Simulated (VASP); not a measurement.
System: Al16N15F (a cell with a defect).

```xyz
32
Lattice="6.2595 0.0000 0.0000 -3.1298 5.4209 0.0000 0.0000 0.0000 10.0348" Properties=species:S:1:pos:R:3 pbc="T T T"
Al    1.5893    0.8783    2.5742
Al    0.0391    1.8275    5.0446
Al    1.5837    0.9329    7.5746
Al    0.0299    1.8222   10.0887
Al    0.0202    3.6254    2.5787
Al   -1.6178    4.5069    5.1553
Al    0.0313    3.6236    7.5799
Al   -1.5327    4.5311   10.0293
Al    4.7251    0.9076    2.5144
Al    3.1586    1.7987    5.0838
Al    4.7333    0.9370    7.5604
Al    3.1523    1.7833   10.0060
Al    3.1078    3.5684    2.1947
Al    1.6451    4.5633    5.1104
Al    3.1756    3.6528    7.5158
Al    1.5654    4.5466   10.0114
N     1.6052    0.8759    4.4834
N     0.0486    1.8095    1.9566
N     1.5636    0.9230    9.4659
N     0.0391    1.8227    6.9523
N     0.0167    3.6673    4.4904
N    -1.5471    4.4899    1.9312
N     0.0112    3.6168    9.4734
N    -1.4844    4.5575    7.0650
N     4.7102    0.9459    4.4266
N     3.1631    1.7257    1.8540
N     4.7268    0.9351    9.4441
N     3.1614    1.8201    6.9807
N     1.5642    4.5439    1.8711
N     3.1350    3.6247    9.4799
N     1.5856    4.5403    7.0095
F     2.4482    3.1237    3.8350
```

Base run:

```yaml
Program: VASP 6.6.1
Functional: PBE
Potentials_or_basis: VASP PAW PBE potentials, release 64 (Al, N, F)
Cutoff: 520 eV
k_mesh: 1 × 1 × 1, shifted
Occupations: gaussian, width 0.01 eV
Spin: no spin polarisation
```

Its results: band gap on the k mesh 2.40 eV; pressure 2.4 GPa; largest force 0.036 eV/Å.

**Question.** The run is repeated on the same cell with these changes: further incar settings from LREAL = Auto; ALGO = Normal; EDIFF = 1e-06; NBANDS = 87; ISYM = -1 to LREAL = Auto; ALGO = Normal; EDIFF = 1e-06; NBANDS = 87. What comes out?

**Answer.** Band gap on the k mesh 1.91 eV; pressure 2.5 GPa; largest force 0.310 eV/Å.

Caveats: some runs use coarse meshes.

A k mesh can miss the band edges.
